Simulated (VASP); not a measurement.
# SiCl (Fm-3m) in VASP: further runs

The runs below take SiCl through single point, relaxation of cell and atoms, with PBE.

All numbers are computed with VASP 6.6.1; they aren't measurements. Logs are shortened: lines on timing, memory, paths and dates and some standing lists are left out, and cuts for length are marked.

### Step 1. The cell of the first run

The structure is cubic, space group Fm-3m (No. 225). The conventional cell has a = 5.722 Å, b = 5.722 Å, c = 5.722 Å, α = 90.00°, β = 90.00°, γ = 90.00°. Within 3.8 Å of Si (site symmetry m-3m) lie 6 Cl at 2.86 Å. Cl (site symmetry m-3m) has 6 Si at 2.86 Å within 3.8 Å.

### Step 2. Single point, PBE

File INCAR:

```
ALGO = Normal ; EDIFF = 1E-7
ENCUT = 520 ; GGA = PE
ISIF = 2 ; ISMEAR = 0
LASPH = T ; LCHARG = F
LREAL = F ; LWAVE = F
NBANDS = 12 ; NELM = 100
PREC = Accurate ; SIGMA = 0.1
```

File KPOINTS:

```
k-points
0
Gamma
  16 16 16
```

File POSCAR:

```
SiCl
1.0
    0.0000000000      2.8611467749      2.8611467749
    2.8611467749      0.0000000000      2.8611467749
    2.8611467749      2.8611467749      0.0000000000
Si Cl
1 1
Direct
    0.5000000000      0.5000000000      0.5000000000
    0.0000000000      0.0000000000      0.0000000000
```

Potentials or basis: VASP PAW PBE potentials, release 64 (Si, Cl).

The run is started by

```
> cat potpaw_PBE.64/Si/POTCAR potpaw_PBE.64/Cl/POTCAR > POTCAR
> mpirun -np 1 vasp_std > vasp.out
```

OUTCAR:

```text
EDIFF = 1E-7
   ENCUT = 520
   GGA = PE
   ISIF = 2
   ISMEAR = 0
   LASPH = T
   LREAL = F
   NELM = 100
   PREC = Accurate

 ion  position               nearest neighbor table
   1  0.500  0.500  0.500-   2 2.86   2 2.86   2 2.86   2 2.86   2 2.86   2 2.86
   2  0.000  0.000  0.000-   1 2.86   1 2.86   1 2.86   1 2.86   1 2.86   1 2.86

  LATTYP: Found a face centered cubic cell.
 ALAT       =     5.7222935498

  Lattice vectors:

 A1 = (   0.0000000000,   2.8611467749,   2.8611467749)
 A2 = (   2.8611467749,   0.0000000000,   2.8611467749)
 A3 = (   2.8611467749,   2.8611467749,   0.0000000000)

Analysis of symmetry for initial positions (statically):
=====================================================================
 Subroutine PRICEL returns:
 Original cell was already a primitive cell.

 Routine SETGRP: Setting up the symmetry group for a
 face centered cubic supercell.

 Subroutine GETGRP returns: Found 48 space group operations
 (whereof 48 operations were pure point group operations)
 out of a pool of 48 trial point group operations.

The static configuration has the point symmetry O_h .

Analysis of symmetry for dynamics (positions and initial velocities):
=====================================================================
 Subroutine PRICEL returns:
 Original cell was already a primitive cell.

 Routine SETGRP: Setting up the symmetry group for a
 face centered cubic supercell.

 Subroutine GETGRP returns: Found 48 space group operations
 (whereof 48 operations were pure point group operations)
 out of a pool of 48 trial point group operations.

The dynamic configuration has the point symmetry O_h .

 Subroutine INISYM returns: Found 48 space group operations
 (whereof 48 operations are pure point group operations),
 and found     1 'primitive' translations

----------------------------------------------------------------------------------------

                                     Primitive cell

  volume of cell :      46.8436

  direct lattice vectors                    reciprocal lattice vectors
     0.000000000  2.861146775  2.861146775    -0.174755103  0.174755103  0.174755103
     2.861146775  0.000000000  2.861146775     0.174755103 -0.174755103  0.174755103
     2.861146775  2.861146775  0.000000000     0.174755103  0.174755103 -0.174755103

  length of vectors
     4.046272573  4.046272573  4.046272573     0.302684718  0.302684718  0.302684718

  position of ions in fractional coordinates (direct lattice)
     0.500000000  0.500000000  0.500000000
     0.000000000  0.000000000  0.000000000

  ion indices of the primitive-cell ions
   primitive index   ion index
                 1           1
                 2           2

----------------------------------------------------------------------------------------

 KPOINTS: k-points

Automatic generation of k-mesh.
 Grid dimensions read from file:
 generate k-points for:   16   16   16

 Generating k-lattice:

  Cartesian coordinates                     Fractional coordinates (reciprocal lattice)
    -0.010922194  0.010922194  0.010922194     0.062500000  0.000000000  0.000000000
     0.010922194 -0.010922194  0.010922194     0.000000000  0.062500000  0.000000000
     0.010922194  0.010922194 -0.010922194     0.000000000  0.000000000  0.062500000

  Length of vectors
     0.018917795  0.018917795  0.018917795

  Shift w.r.t. Gamma in fractional coordinates (k-lattice)
     0.000000000  0.000000000  0.000000000

 Subroutine IBZKPT returns following result:
 ===========================================

 Found    145 irreducible k-points:

 Following reciprocal coordinates:
            Coordinates               Weight
  0.000000  0.000000  0.000000      1.000000
  0.062500  0.000000  0.000000      8.000000
  0.125000  0.000000  0.000000      8.000000
  0.187500  0.000000  0.000000      8.000000
  0.250000  0.000000  0.000000      8.000000
  0.312500  0.000000  0.000000      8.000000
[... 16 lines left out ...]
 -0.125000  0.062500  0.000000     24.000000
 -0.062500  0.062500  0.000000     12.000000
 [... further k-points ...]
   k-points           NKPTS =    145   k-points in BZ     NKDIM =    145   number of bands    NBANDS=     12
   number of dos      NEDOS =    301   number of ions     NIONS =      2
   total plane-waves  NPLWV =  27000
   dimension x,y,z NGX =    30 NGY =   30 NGZ =   30
   dimension x,y,z NGXF=    60 NGYF=   60 NGZF=   60
   ions per type =               1   1
   NGX,Y,Z   is equivalent  to a cutoff of  12.33, 12.33, 12.33 a.u.
   NGXF,Y,Z  is equivalent  to a cutoff of  24.65, 24.65, 24.65 a.u.
 SYSTEM =  unknown system
   PREC   = accura    normal or accurate (medium, high low for compatibility)
   ISTART =      0    job   : 0-new  1-cont  2-samecut
   ICHARG =      2    charge: 1-file 2-atom 10-const
   ISPIN  =      1    spin polarized calculation?
   LNONCOLLINEAR =      F non collinear calculations
   LSORBIT =      F    spin-orbit coupling
   LASPH  =      T    aspherical Exc in radial PAW
   ENCUT  =  520.0 eV  38.22 Ry    6.18 a.u.   7.52  7.52  7.52*2*pi/ulx,y,z
   NELM   =    100;   NELMIN=  2; NELMDL= -5     # of ELM steps
   EDIFF  = 0.1E-06   stopping-criterion for ELM
   LREAL  =      F    real-space projection
   EDIFFG = 0.1E-05   stopping-criterion for IOM
   NSW    =      0    number of steps for IOM
   IBRION =     -1    ionic relax: 0-MD 1-quasi-New 2-CG
   NFREE  =      0    steps in history (QN), initial steepest desc. (CG)
   ISIF   =      2    stress and relaxation
   ISYM   =      2    0-nonsym 1-usesym 2-fastsym
   POTIM  = 0.5000    time-step for ionic-motion
   TEBEG  =    0.0;   TEEND  =   0.0 temperature during run
   PSTRESS=    0.0 pullay stress
   NELECT =      11.0000    total number of electrons
   NUPDOWN=      -1.0000    fix difference up-down
   EMIN   =  10.00;   EMAX   =-10.00  energy-range for DOS
   EFERMI =   0.00;   METHOD = LEGACY
   ISMEAR =     0;   SIGMA  =   0.10  broadening in eV -4-tet -1-fermi 0-gaus
   EFERMI_NEDOS =   21; number of points for ismear=-14 and -15
   IALGO  =     38    algorithm
   IMIX   =      4    mixing-type and parameters
     AMIX     =   0.40;   BMIX     =  1.00
     AMIX_MAG =   1.60;   BMIX_MAG =  1.00
  volume/ion in A,a.u.               =      23.42       158.06
  Fermi-wavevector in a.u.,A,eV,Ry     =   1.010002  1.908627 13.879360  1.020104
  Thomas-Fermi vector in A             =   2.142965
   LORBIT       =      0    0 simple, 1 ext, 2 COOP (PROOUT), +10 PAW based schemes
   GGA     = PE    functional components
   LHFCALC =     F    Hartree Fock is set to
   AEXX    =    0.0000 exact exchange contribution
   IVDW    =     0    specifies the selected vdW correction
   LEPSILON=     F    determine dielectric tensor
   LRPA    =     F    only Hartree local field effects (RPA)
 non-spin polarized calculation
 Gauss-broadening in eV      SIGMA  =   0.10
  energy-cutoff  :      520.00
  volume of cell :       46.84
 maximum number of plane-waves:      1295
   NGX = 15   NGY = 15   NGZ = 15

 number of electron      11.0000000 magnetization

 Free energy of the ion-electron system (eV)
  ---------------------------------------------------
  ext. energy  EPLUGINS =         0.00000000
  ---------------------------------------------------
  free energy    TOTEN  =        -6.00283821 eV

  energy without entropy =       -5.99616137  energy(sigma->0) =       -5.99949979

 E-fermi :   5.1280     XC(G=0):  -9.0807

 val. band max:        5.1092786938   @ k =  -0.3125   0.3125   0.0000
 cond. band min:       5.1348141829   @ k =   0.3125   0.2500   0.0625
 fundamental gap:      0.0255354891
 Fermi energy:         5.1279773500

 k-point     1 :       0.0000    0.0000    0.0000
  band No.  band energies     occupation
      1     -12.3666      2.00000
      2      -1.8978      2.00000
      3       0.1802      2.00000
      4       0.1802      2.00000
      5       0.1802      2.00000
      6       7.4810      0.00000
      7       7.4810      0.00000
      8       7.4810      0.00000
      9      10.2147      0.00000
     10      10.2147      0.00000
     11      10.2147      0.00000
     12      11.7494      0.00000

 k-point     2 :       0.0625    0.0000    0.0000
  band No.  band energies     occupation
      1     -12.3513      2.00000
      2      -2.0381      2.00000
      3       0.1773      2.00000
      4       0.1773      2.00000
      5       0.3178      2.00000
      6       7.2858      0.00000
      7       7.3350      0.00000
      8       7.3350      0.00000
      9      10.2362      0.00000
     10      10.3094      0.00000
     11      10.3094      0.00000
     12      11.9666      0.00000

 k-point     3 :       0.1250    0.0000    0.0000
  band No.  band energies     occupation
      1     -12.3070      2.00000
      2      -2.3730      2.00000
      3       0.1696      2.00000
      4       0.1696      2.00000
      5       0.6469      2.00000
      6       6.7995      0.00000
      7       6.9787      0.00000
      8       6.9787      0.00000
      9      10.2861      0.00000
     10      10.5753      0.00000
     11      10.5753      0.00000
     12      12.5520      0.00000
[... 286 lines left out ...]
 k-point    23 :      -0.1250    0.0625    0.0000
  band No.  band energies     occupation
      1     -12.2743      2.00000
      2      -2.5595      2.00000
      3       0.0303      2.00000
      4       0.2232      2.00000
      5       0.8960      2.00000
      6       6.3365      0.00000
      7       6.5908      0.00000
      8       7.1637      0.00000
      9      10.2379      0.00000
     10      10.5720      0.00000
     11      11.1095      0.00000
     12      12.4543      0.00000

 k-point    24 :      -0.0625    0.0625    0.0000
  band No.  band energies     occupation
      1     -12.3263      2.00000
      2      -2.2294      2.00000
      3       0.1000      2.00000
      4       0.2061      2.00000
      5       0.5426      2.00000
      6       6.8924      0.00000
      7       7.0119      0.00000
      8       7.3795      0.00000
      9      10.1893      0.00000
     10      10.3492      0.00000
     11      10.6626      0.00000
     12      12.0381      0.00000

 [... further k-points ...]

------------------------ aborting loop because EDIFF is reached ----------------------------------------

  FORCE on cell =-STRESS in cart. coord.  units (eV):
  Direction    XX          YY          ZZ          XY          YZ          ZX
  --------------------------------------------------------------------------------------
  -------------------------------------------------------------------------------------
  Total       -0.0059249     -0.0059249     -0.0059249     -0.0000000     -0.0000000      0.0000000
  in kB       -0.2026464     -0.2026464     -0.2026464     -0.0000000     -0.0000000      0.0000000
  external PRESSURE =      -0.2026464 kB  Pullay stress =       0.0000000 kB

 VOLUME and BASIS-vectors are now :
 -----------------------------------------------------------------------------
  energy-cutoff  :      520.00
  volume of cell :       46.84
      direct lattice vectors                 reciprocal lattice vectors
     0.000000000  2.861146775  2.861146775    -0.174755103  0.174755103  0.174755103
     2.861146775  0.000000000  2.861146775     0.174755103 -0.174755103  0.174755103
     2.861146775  2.861146775  0.000000000     0.174755103  0.174755103 -0.174755103

 POSITION                                       TOTAL-FORCE (eV/Angst)
 -----------------------------------------------------------------------------------
      2.86115      2.86115      2.86115         0.000000      0.000000      0.000000
      0.00000      0.00000      0.00000         0.000000     -0.000000     -0.000000
 -----------------------------------------------------------------------------------
    total drift:                               -0.000000      0.000000      0.000000

  FREE ENERGIE OF THE ION-ELECTRON SYSTEM (eV)
  ---------------------------------------------------
  free  energy   TOTEN  =        -6.0028382121 eV

  energy  without entropy=       -5.9961613662  energy(sigma->0) =       -5.99949979
```

It took 1.7 min on 1 thread of Intel Xeon 8259CL, shared host; peak memory 0.21 GiB.

Results:

* Free energy: -6.0028 eV
* Pressure: 0.0 GPa

Caveat: an odd number of electrons without spin polarisation forces a metal; a magnetic or distorted state may lie lower.

### Step 3. Relaxation of cell and atoms, PBE

This run uses another cell than the first one, of 23.71 Å³/atom, 1.012 times its volume.

File INCAR:

```
PREC = Accurate
ENCUT = 600
EDIFF = 1E-6
ISMEAR = 0
SIGMA = 0.1
LREAL = False
LASPH = True
NELM = 100
ALGO = Normal
ISIF = 3
LWAVE = False
LCHARG = False
GGA = PE
IBRION = 2
NSW = 100
EDIFFG = -0.01
```

File KPOINTS:

```
regular mesh
0
Gamma
  16 16 16
```

File POSCAR:

```
SiCl
1.0
    0.0000000000      2.8729167000      2.8729167000
    2.8729167000      0.0000000000      2.8729167000
    2.8729167000      2.8729167000      0.0000000000
Si Cl
1 1
Direct
    0.5000000000      0.5000000000      0.5000000000
    0.0000000000      0.0000000000      0.0000000000
```

Potentials or basis: VASP PAW PBE potentials, release 64 (Si, Cl).

The run is started by

```
> cat potpaw_PBE.64/Si/POTCAR potpaw_PBE.64/Cl/POTCAR > POTCAR
> mpirun -np 1 vasp_std > vasp.out
```

Run time: 1.9 min. Hardware: 1 thread of Intel Xeon 8259CL, shared host; peak memory 0.23 GiB.

It converged, with:

```yaml
Free_energy: -6.0030 eV
Relaxed_volume: 23.43 Å³/atom
Relaxed_cell: a = 4.047 Å, b = 4.047 Å, c = 4.047 Å, α = 60.00°, β = 60.00°, γ = 60.00°
Space_group_after_relaxing_to_0.05_Å: Fm-3m (No. 225)
Energy_gained_by_relaxing: 0.4 meV/atom
Ionic_steps: 3
Pressure_after_relaxing: 0.0 GPa
```

Step by step:
| step | energy change (eV) | largest force (eV/Å) | pressure (GPa) | volume (Å³) |
| --- | --- | --- | --- | --- |
| 1 | 0.0000 | 0.0000 | -0.44 | 47.42 |
| 2 | -0.0007 | 0.0000 | -0.09 | 46.98 |
| 3 | -0.0008 | 0.0000 | 0.00 | 46.86 |

Final structure:
```
Si Cl
1.0
     0.00000    2.86149    2.86149
     2.86149    0.00000    2.86149
     2.86149    2.86149    0.00000
Si Cl
1 1
Direct
  0.50000 0.50000 0.50000
  0.00000 0.00000 0.00000
```

Levels at points of the mesh, in eV from the Fermi level:
| k point | band 3 | band 4 | band 5 | band 6 | band 7 | band 8 |
| --- | --- | --- | --- | --- | --- | --- |
| (0.00, 0.00, 0.00) | -4.95 | -4.95 | -4.95 | 2.35 | 2.35 | 2.35 |
| (0.50, 0.00, 0.00) | -5.00 | -5.00 | -2.33 | -1.39 | 0.14 | 0.14 |
| (0.50, 0.50, 0.00) | -6.99 | -5.85 | -5.85 | 2.41 | 2.41 | 2.55 |

Caveat: an odd number of electrons without spin polarisation forces a metal; a magnetic or distorted state may lie lower.
